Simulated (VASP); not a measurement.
# SiBr5 (F-43m) in VASP: notebook, part 2 of 2

VASP 6.6.1. The steps go on from the part before.

**4. Relaxation of cell and atoms, PBE**

This run uses another cell than the first one, of 56.03 Å³/atom.

The input, INCAR:

```
PREC = Accurate ; ENCUT = 600
EDIFF = 1E-6 ; ISMEAR = 0
SIGMA = 0.1 ; LREAL = F
LASPH = T ; NELM = 100
ALGO = Fast ; ISIF = 3
LWAVE = F ; LCHARG = F
GGA = PE ; IBRION = 2
NSW = 100 ; EDIFFG = -0.01
```

The input, KPOINTS:

```
regular mesh
0
Gamma
  6 6 6
```

The input, POSCAR:

```
SiBr5
1.0
    0.0000000000      5.5188530139      5.5188530139
    5.5188530139      0.0000000000      5.5188530139
    5.5188530139      5.5188530139      0.0000000000
Si Br
1 5
Direct
    0.2500000000      0.2500000000      0.2500000000
    0.7500000000      0.7500000000      0.7500000000
    0.1343914933      0.5968255201      0.1343914933
    0.1343914933      0.1343914933      0.1343914933
    0.5968255201      0.1343914933      0.1343914933
    0.1343914933      0.1343914933      0.5968255201
```

Potentials or basis: VASP PAW PBE potentials, release 64 (Si, Br).

Launch:

```
$ cat potpaw_PBE.64/Si/POTCAR potpaw_PBE.64/Br/POTCAR > POTCAR
$ mpirun -np 1 vasp_std > vasp.out
```

OUTCAR:

```text
PREC = Accurate
   ENCUT = 600
   EDIFF = 1E-6
   ISMEAR = 0
   LREAL = F
   LASPH = T
   NELM = 100
   ISIF = 3
   GGA = PE
   IBRION = 2
   NSW = 100
   EDIFFG = -0.01

 ion  position               nearest neighbor table
   1  0.250  0.250  0.250-   3 2.21   4 2.21   5 2.21   6 2.21
   2  0.750  0.750  0.750-
   3  0.134  0.597  0.134-   1 2.21
   4  0.134  0.134  0.134-   1 2.21
   5  0.597  0.134  0.134-   1 2.21
   6  0.134  0.134  0.597-   1 2.21

  LATTYP: Found a face centered cubic cell.
 ALAT       =    11.0377060278

  Lattice vectors:

 A1 = (   0.0000000000,   5.5188530139,   5.5188530139)
 A2 = (   5.5188530139,   0.0000000000,   5.5188530139)
 A3 = (   5.5188530139,   5.5188530139,   0.0000000000)

Analysis of symmetry for initial positions (statically):
=====================================================================
 Subroutine PRICEL returns:
[... 172 lines left out ...]

 E-fermi :  -3.5302     XC(G=0):  -5.5688

 val. band max:       -3.5782222504   @ k =  -0.3333   0.5000   0.1667
 cond. band min:      -0.1100864948   @ k =   0.0000   0.0000   0.0000
 fundamental gap:      3.4681357556
 Fermi energy:        -3.5302414683

 k-point     1 :       0.0000    0.0000    0.0000
  band No.  band energies     occupation
      1     -17.8777      2.00000
      2     -16.9341      2.00000
      3     -16.9341      2.00000
      4     -16.9341      2.00000
      5     -15.8689      2.00000
      6     -10.1128      2.00000
[... 405 lines left out ...]
     22       2.0605      0.00000
     23       2.7718      0.00000

------------------------ aborting loop because EDIFF is reached ----------------------------------------

  FORCE on cell =-STRESS in cart. coord.  units (eV):
  Direction    XX          YY          ZZ          XY          YZ          ZX
  --------------------------------------------------------------------------------------
  -------------------------------------------------------------------------------------
  Total        0.0009580      0.0009580      0.0009580      0.0000000     -0.0000000      0.0000000
  in kB        0.0045654      0.0045654      0.0045654      0.0000000     -0.0000000      0.0000000
  external PRESSURE =       0.0045654 kB  Pullay stress =       0.0000000 kB

 VOLUME and BASIS-vectors are now :
 -----------------------------------------------------------------------------
  energy-cutoff  :      600.00
  volume of cell :      336.18
      direct lattice vectors                 reciprocal lattice vectors
     0.000000000  5.518853014  5.518853014    -0.090598535  0.090598535  0.090598535
     5.518853014  0.000000000  5.518853014     0.090598535 -0.090598535  0.090598535
     5.518853014  5.518853014  0.000000000     0.090598535  0.090598535 -0.090598535

 POSITION                                       TOTAL-FORCE (eV/Angst)
 -----------------------------------------------------------------------------------
      2.75943      2.75943      2.75943        -0.000000      0.000000     -0.000000
      8.27828      8.27828      8.27828         0.000000      0.000000     -0.000000
      4.03548      1.48337      4.03548         0.000469     -0.000469      0.000469
      1.48337      1.48337      1.48337        -0.000469     -0.000469     -0.000469
      1.48337      4.03548      4.03548        -0.000469      0.000469      0.000469
      4.03548      4.03548      1.48337         0.000469      0.000469     -0.000469
 -----------------------------------------------------------------------------------
    total drift:                                0.000000      0.000000      0.000000

  FREE ENERGIE OF THE ION-ELECTRON SYSTEM (eV)
  ---------------------------------------------------
  free  energy   TOTEN  =       -16.3374591844 eV

  energy  without entropy=      -16.2350268036  energy(sigma->0) =      -16.28624299

 reached required accuracy - stopping structural energy minimisation
```

OSZICAR:

```text
N       E                     dE             d eps       ncg     rms          rms(c)
DAV:   1     0.322699333355E+03    0.32270E+03   -0.15134E+04   736   0.144E+03
DAV:   2     0.241375486690E+02   -0.29856E+03   -0.29571E+03  1088   0.233E+02
DAV:   3    -0.158082570261E+02   -0.39946E+02   -0.39774E+02   813   0.985E+01
DAV:   4    -0.166258159486E+02   -0.81756E+00   -0.81414E+00   940   0.167E+01
DAV:   5    -0.166423023572E+02   -0.16486E-01   -0.16471E-01   927   0.228E+00    0.103E+01
RMM:   6    -0.163948677054E+02    0.24743E+00   -0.28703E-01   736   0.236E+00    0.619E+00
RMM:   7    -0.163442164344E+02    0.50651E-01   -0.49048E-01   736   0.309E+00    0.761E-01
RMM:   8    -0.163392525631E+02    0.49639E-02   -0.34302E-02   736   0.113E+00    0.445E-01
RMM:   9    -0.163375861265E+02    0.16664E-02   -0.99659E-03   736   0.569E-01    0.169E-01
RMM:  10    -0.163375025558E+02    0.83571E-04   -0.25561E-03   753   0.256E-01    0.113E-01
RMM:  11    -0.163374790993E+02    0.23456E-04   -0.55394E-04   740   0.142E-01    0.470E-02
RMM:  12    -0.163374643046E+02    0.14795E-04   -0.12210E-04   797   0.626E-02    0.179E-02
RMM:  13    -0.163374576586E+02    0.66460E-05   -0.40002E-05   755   0.373E-02    0.575E-03
RMM:  14    -0.163374594043E+02   -0.17457E-05   -0.12874E-05   768   0.185E-02    0.457E-03
RMM:  15    -0.163374591844E+02    0.21991E-06   -0.15204E-06   418   0.802E-03
   1 F= -.16337459E+02 E0= -.16286243E+02  d E =-.163375E+02
```

CONTCAR:

```text
SiBr5
   1.00000000000000
     0.0000000000000000    5.5188530139000003    5.5188530139000003
     5.5188530139000003    0.0000000000000000    5.5188530139000003
     5.5188530139000003    5.5188530139000003    0.0000000000000000
  Si              Br
     1     5
Direct
     0.2500000000000000    0.2500000000000000    0.2500000000000000
     0.7500000000000000    0.7500000000000000    0.7500000000000000
     0.1343914933000008    0.5968255200999977    0.1343914933000008
     0.1343914933000008    0.1343914933000008    0.1343914933000008
     0.5968255200999977    0.1343914933000008    0.1343914933000008
     0.1343914933000008    0.1343914933000008    0.5968255200999977

  0.00000000E+00  0.00000000E+00  0.00000000E+00
  0.00000000E+00  0.00000000E+00  0.00000000E+00
  0.00000000E+00  0.00000000E+00  0.00000000E+00
  0.00000000E+00  0.00000000E+00  0.00000000E+00
  0.00000000E+00  0.00000000E+00  0.00000000E+00
  0.00000000E+00  0.00000000E+00  0.00000000E+00
```

Run time: 4.9 min. Hardware: 1 thread of Oxide Virtual Turin-like, shared host; peak memory 0.57 GiB.

Results:

* Free energy: -16.3375 eV
* Pressure after relaxing: 0.0 GPa
* Band gap on the k mesh: zero (an odd number of electrons rules out a gap without spin polarisation)

Final structure:
```
Si Br
1.0
     0.00000    5.51885    5.51885
     5.51885    0.00000    5.51885
     5.51885    5.51885    0.00000
Si Br
1 5
Direct
  0.25000 0.25000 0.25000
  0.75000 0.75000 0.75000
  0.13439 0.59683 0.13439
  0.13439 0.13439 0.13439
  0.59683 0.13439 0.13439
  0.13439 0.13439 0.59683
```

Caveat: an odd number of electrons without spin polarisation forces a metal; a magnetic or distorted state may lie lower.

**5. The runs side by side**

```tsv
cell	k mesh	gap on the mesh (eV)	pressure (GPa)	relaxed volume (Å³/atom)	largest force (eV/Å)
relaxed from a = 6.508 Å, angles 60.0°, 6 atoms, atomic positions A	4 × 4 × 4	none	0.1	52.69	0.01
relaxed from a = 7.502 Å, angles 60.0°, 6 atoms, atomic positions B	6 × 6 × 6	none	0.0	56.52	0.01
relaxed from a = 7.805 Å, angles 60.0°, 6 atoms, atomic positions C	6 × 6 × 6	none	0.0	56.03	-
```

Alike in all rows: task relaxation of cell and atoms; level PBE; potentials or basis VASP PAW PBE potentials, release 64 (Si, Br); no spin polarisation; cutoff (eV) 600; smearing gaussian 0.1 eV.

Caveats: an odd number of electrons without spin polarisation forces a metal; a magnetic or distorted state may lie lower; the volume moved by over 15 % at a fixed basis, so the end points are rough (at least some runs).

Total energies depend on the potentials used, so only differences within one code and one set of settings carry meaning.

The gap in the log of VASP goes by the Fermi energy; the results here count the filled bands.